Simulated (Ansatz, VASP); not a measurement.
## AlSiN in VASP and in Ansatz

Contents of INCAR:

```
PREC = Accurate
ENCUT = 600
EDIFF = 1E-7
ISMEAR = 0
SIGMA = 0.1
LREAL = F
LASPH = T
NELM = 120
ALGO = Normal
ISIF = 3
LWAVE = F
LCHARG = F
GGA = PE
IBRION = 2
NSW = 100
EDIFFG = -0.01
GGA_COMPAT = F
NELMIN = 4
```

The input KPOINTS:

```
Automatic mesh
0
Gamma
  18 18 8
```

Contents of POSCAR:

```
AlSiN
1.0
    3.0550412467      0.0000000000      0.0000000000
   -1.5275206233      2.6457433292      0.0000000000
    0.0000000000      0.0000000000      6.8854939797
Al Si N
1 1 1
Direct
    0.6666666667      0.3333333333      0.5000000000
    0.0000000000      0.0000000000      0.0000000000
    0.3333333333      0.6666666667      0.5000000000
```

Input for Ansatz:

```yaml
crystal:
  lattice:
    - [3.0550412467, 0.0, 0.0]
    - [-1.5275206233, 2.6457433292, 0.0]
    - [0.0, 0.0, 6.8854939797]
  atoms:
    - { symbol: Al, position: [0.6666666667, 0.3333333333, 0.5] }
    - { symbol: Si, position: [0.0, 0.0, 0.0] }
    - { symbol: "N", position: [0.3333333333, 0.6666666667, 0.5] }
basis:
  ecutwfc: 420
kpoints:
  mp_grid: { grid: [18, 18, 8] }
hamiltonian:
  xc: pbe
scf:
  occupations: { method: gaussian, width: 0.1 }
output:
  forces: true
  stress: true
  eigenvalues: true
  write_density: true
  write_potential: true
  elf: true
  volumetric_format: npy
relax:
  adjacent_minimum: "off"
  f_tol: 0.01
  max_steps: 80
  cell: { stress_tol: 0.05 }
```

Change from the starting cell: species swapped into the CeCuSi type (P-6m2, No. 187).

Alike in both runs: task relaxation of cell and atoms; functional PBE; k mesh 18 × 18 × 8; occupations gaussian, width 0.1 eV; no spin polarisation.

|  | VASP | Ansatz |
| --- | --- | --- |
| version | VASP 6.6.1 | Ansatz 0.2.0 |
| potentials or method | VASP PAW PBE potentials, release 64 (Al, Si, N), cutoff 600 eV | scalar-relativistic, plane waves, PAW |
| valence electrons in the cell | 12 | 12 |

```tsv
	VASP	Ansatz	Ansatz less VASP
gap on the k mesh at the Fermi level, each at its own relaxed structure (eV)	none	none	-
relaxed volume (Å³/atom)	18.55	18.55	0.000
relaxed length of the cell vector where the two differ most in proportion (Å)	3.055	3.055	0.0000
```

A gap of «none» marks a metal or a gap that the smearing closes.

Noted on VASP's run: the relaxation stopped at its first step, so nothing moved.
